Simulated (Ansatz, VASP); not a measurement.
# One calculation of Ca2C, two programs

```
C Ca
1.0
     0.00000    3.09698    3.09698
     3.09698    0.00000    3.09698
     3.09698    3.09698    0.00000
C Ca
1 2
Direct
  0.00000 0.00000 0.00000
  0.25000 0.25000 0.25000
  0.75000 0.75000 0.75000
```

Alike in both runs: task single point; functional r2SCAN; k mesh 6 × 6 × 6; no spin polarisation.

|  | VASP | Ansatz |
| --- | --- | --- |
| version | VASP 6.6.1 | Ansatz 0.2.0 |
| potentials or method | VASP PAW PBE potentials, release 64 (C, Ca_sv) | plane waves, PAW |
| plane-wave cutoff (eV) | 520 | 500 |
| occupations | gaussian, width 0.01 eV | fixed |
| valence electrons in the cell | 24 | 24 |

|  | VASP | Ansatz | Ansatz less VASP |
| --- | --- | --- | --- |
| gap on the k mesh at the Fermi level (eV) | 0.36 | 0.38 | +0.013 |
| pressure (GPa) | 2.3 | 1.8 | -0.46 |

VASP's potentials were made for PBE, not for r2SCAN.
